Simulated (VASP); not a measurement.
# NaHF2 (R-3m) in VASP: further runs, part 2 of 2

VASP 6.6.1.

## Step 3: Single point, PBEsol+D3(BJ)

This run uses another cell than the first one, of 8.28 Å³/atom.

INCAR reads:

```
SYSTEM = NaHF2
PREC = Accurate
ENCUT = 520
EDIFF = 1E-6
ISMEAR = 0
SIGMA = 0.05
LREAL = .False.
LASPH = .True.
NELM = 80
ALGO = Normal
ISIF = 2
LWAVE = .False.
LCHARG = .False.
GGA = PS
IVDW = 12
NBANDS = 19
```

KPOINTS reads:

```
regular mesh
0
Gamma
  9 9 9
  0 0 0
```

POSCAR reads:

```
NaHF2
1.0
    1.6339000000      0.9433326048      3.5822333333
   -1.6339000000      0.9433326048      3.5822333333
    0.0000000000     -1.8866652097      3.5822333333
Na H F
1 1 2
Direct
    0.0000000000      0.0000000000      0.0000000000
    0.5000000000      0.5000000000      0.5000000000
    0.4168825606      0.4168825606      0.4168825606
    0.5831174394      0.5831174394      0.5831174394
```

Potentials or basis: VASP PAW PBE potentials, release 64 (Na_pv, H, F).

On the command line:

```bash
$ cat potpaw_PBE.64/Na_pv/POTCAR potpaw_PBE.64/H/POTCAR potpaw_PBE.64/F/POTCAR > POTCAR
$ mpirun -np 1 vasp_std > vasp.out
```

OUTCAR:

```text
SYSTEM = NaHF2
   PREC = Accurate
   ENCUT = 520
   EDIFF = 1E-6
   ISMEAR = 0
   LREAL = .False.
   LASPH = .True.
   NELM = 80
   ISIF = 2
   GGA = PS
   IVDW = 12
 IVDW          = 12

 ion  position               nearest neighbor table
   1  0.000  0.000  0.000-   4 2.09   3 2.09   4 2.09   4 2.09   3 2.09   3 2.09
   2  0.500  0.500  0.500-   3 0.89   4 0.89
   3  0.417  0.417  0.417-   2 0.89   4 1.79   1 2.09   1 2.09   1 2.09
   4  0.583  0.583  0.583-   2 0.89   3 1.79   1 2.09   1 2.09   1 2.09

  LATTYP: Found a trigonal (rhomboedric) cell.
 ALAT       =     4.0486913031
 COS(alpha) =     0.6742746108

  Lattice vectors:

 A1 = (   1.6339000000,   0.9433326048,   3.5822333333)
 A2 = (  -1.6339000000,   0.9433326048,   3.5822333333)
 A3 = (   0.0000000000,  -1.8866652097,   3.5822333333)

Analysis of symmetry for initial positions (statically):
=====================================================================
 Subroutine PRICEL returns:
 Original cell was already a primitive cell.

 Routine SETGRP: Setting up the symmetry group for a
 trigonal (rhombohedral) supercell.

 Subroutine GETGRP returns: Found 12 space group operations
 (whereof 12 operations were pure point group operations)
 out of a pool of 12 trial point group operations.

The static configuration has the point symmetry D_3d.

Analysis of symmetry for dynamics (positions and initial velocities):
=====================================================================
 Subroutine PRICEL returns:
 Original cell was already a primitive cell.

 Routine SETGRP: Setting up the symmetry group for a
 trigonal (rhombohedral) supercell.

 Subroutine GETGRP returns: Found 12 space group operations
 (whereof 12 operations were pure point group operations)
 out of a pool of 12 trial point group operations.

The dynamic configuration has the point symmetry D_3d.
[... 120 lines left out ...]
   IALGO  =     38    algorithm
   IMIX   =      4    mixing-type and parameters
     AMIX     =   0.40;   BMIX     =  1.00
     AMIX_MAG =   1.60;   BMIX_MAG =  1.00
  volume/ion in A,a.u.               =       8.28        55.89
  Fermi-wavevector in a.u.,A,eV,Ry     =   1.428293  2.699082 27.756161  2.040020
  Thomas-Fermi vector in A             =   2.548370
   LORBIT       =      0    0 simple, 1 ext, 2 COOP (PROOUT), +10 PAW based schemes
   GGA     = PS    functional components
   LHFCALC =     F    Hartree Fock is set to
   AEXX    =    0.0000 exact exchange contribution
   IVDW    =    12    specifies the selected vdW correction
   LEPSILON=     F    determine dielectric tensor
   LRPA    =     F    only Hartree local field effects (RPA)
 non-spin polarized calculation
 Gauss-broadening in eV      SIGMA  =   0.05
  energy-cutoff  :      520.00
  volume of cell :       33.13
 maximum number of plane-waves:       907
 NGX is ok and might be reduce to    30
   NGX = 15   NGY = 15   NGZ = 15

 number of electron      22.0000004 magnetization

 Free energy of the ion-electron system (eV)
  ---------------------------------------------------
  ext. energy  EPLUGINS =         0.00000000
  ---------------------------------------------------
  free energy    TOTEN  =       -13.76922526 eV

  energy without entropy =      -13.76922526  energy(sigma->0) =      -13.76922526

 E-fermi :  -0.5301     XC(G=0):  -9.8647

 val. band max:       -0.8809460081   @ k =   0.0000   0.0000   0.0000
 cond. band min:       5.9123660560   @ k =   0.0000   0.0000   0.0000
 fundamental gap:      6.7933120641
 Fermi energy:        -0.5300997991

 k-point     1 :       0.0000    0.0000    0.0000
  band No.  band energies     occupation
      1     -25.6315      2.00000
      2     -21.2083      2.00000
      3     -19.5762      2.00000
      4     -19.5762      2.00000
      5     -19.2385      2.00000
      6      -9.1348      2.00000
[... 505 lines left out ...]
      6      -8.2164      2.00000
[... 11 lines left out ...]
     18      21.9363      0.00000
     19      23.7747      0.00000

 [... further k-points ...]

------------------------ aborting loop because EDIFF is reached ----------------------------------------

 Edisp (eV)   -0.40285

 E8    (eV) :    -0.2405

  FORCE on cell =-STRESS in cart. coord.  units (eV):
  Direction    XX          YY          ZZ          XY          YZ          ZX
  --------------------------------------------------------------------------------------
  -------------------------------------------------------------------------------------
  Total       3.47025     3.47025    35.56992     0.00000    -0.00000     0.00000
  in kB     167.83225   167.83225  1720.27543     0.00000    -0.00000     0.00000
  external pressure =      685.31 kB  Pullay stress =        0.00 kB

 VOLUME and BASIS-vectors are now :
 -----------------------------------------------------------------------------
  energy-cutoff  :      520.00
  volume of cell :       33.13
      direct lattice vectors                 reciprocal lattice vectors
     1.633900000  0.943332605  3.582233333     0.306016280  0.176678582  0.093051821
    -1.633900000  0.943332605  3.582233333    -0.306016280  0.176678582  0.093051821
     0.000000000 -1.886665210  3.582233333     0.000000000 -0.353357163  0.093051821

 POSITION                                       TOTAL-FORCE (eV/Angst)
 -----------------------------------------------------------------------------------
      0.00000      0.00000      0.00000        -0.000000     -0.000000      0.000000
      0.00000     -0.00000      5.37335         0.000000     -0.000000      0.000000
      0.00000     -0.00000      4.48011        -0.000000      0.000000    -16.612224
      0.00000     -0.00000      6.26659        -0.000000     -0.000000     16.612224
 -----------------------------------------------------------------------------------
    total drift:                               -0.000000     -0.000000      0.000000

  FREE ENERGIE OF THE ION-ELECTRON SYSTEM (eV)
  ---------------------------------------------------
  free  energy   TOTEN  =       -14.1720779770 eV

  energy  without entropy=      -14.1720779770  energy(sigma->0) =      -14.17207798
```

stdout:

```text
POSCAR found type information on POSCAR NaH F
 POSCAR found :  3 types and       4 ions
 scaLAPACK will be used
 -----------------------------------------------------------------------------
|                                                                             |
|                                                                             |
|     You enforced a specific xc type in the INCAR file but a different       |
|     I HOPE YOU KNOW WHAT YOU ARE DOING!                                     |
|                                                                             |
 -----------------------------------------------------------------------------

 LDA part: xc-table for (Slater+PW92), standard interpolation
 POSCAR, INCAR and KPOINTS ok, starting setup
 FFT: planning ... GRIDC
 FFT: planning ... GRID_SOFT
 FFT: planning ... GRID
 WAVECAR not read
 entering main loop
```

Wall time 28 s (1 thread of AMD EPYC 9R45 (Zen 5), shared host); peak memory 0.18 GiB.

Results:

| Quantity | Value |
| --- | --- |
| Free energy | -14.1721 eV |
| Pressure | 68.5 GPa |
| Largest force | 16.612 eV/Å |
| Band gap on the k mesh | 6.79 eV |
| Dispersion energy per atom | -0.101 eV |

Forces in eV/Å, atoms in the order of the input:
```
Na    0.000   0.000   0.000
H     0.000   0.000   0.000
F     0.000   0.000 -16.612
F     0.000   0.000  16.612
```

Stress tensor (GPa, compression positive):
```
 16.78   0.00   0.00
  0.00  16.78   0.00
  0.00   0.00 172.03
```

Caveat: the cell stands under pressure; the PAW data sets were made with another functional, which shifts forces and pressure a little; an odd mesh through Γ misses points on the zone boundary, where band edges can lie.
